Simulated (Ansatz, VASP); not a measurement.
C in VASP and in Ansatz

```
CELL_PARAMETERS angstrom
0.00000 1.60506 1.78340
1.60506 0.00000 1.78340
1.60506 1.60506 0.00000
ATOMIC_POSITIONS crystal
C 0.50000 0.50000 0.50000
C 0.75000 0.75000 0.75000
```

Change from the starting cell: strain -0.1000 x Voigt [1, 1, 0, 0, 0, 0], atoms carried along.

Alike in both runs: task single point; functional PBE; k mesh 12 × 12 × 12; occupations gaussian, width 0.05 eV; no spin polarisation.

|  | VASP | Ansatz |
| --- | --- | --- |
| version | VASP 6.6.1 | Ansatz 0.2.0 |
| potentials or method | VASP PAW PBE potentials, release 64 (C), cutoff 520 eV | scalar-relativistic, plane waves, PAW |
| valence electrons in the cell | 8 | 8 |

```csv
,VASP,Ansatz,Ansatz less VASP
gap on the k mesh at the Fermi level (eV),3.12,3.14,+0.017
least direct gap on the mesh (eV),5.14,5.15,+0.012
pressure (GPa),138.5,136.9,-1.59
"traceless stress, the component that is largest in VASP (GPa)",-89.47,-89.62,-0.148
```

Both programs put the cell under a high pressure, so it lies far from rest at this level. The functional is the same, so the differences come from potentials, cutoffs and numerics.

Noted on VASP's run: the cell as given lies far from equilibrium.
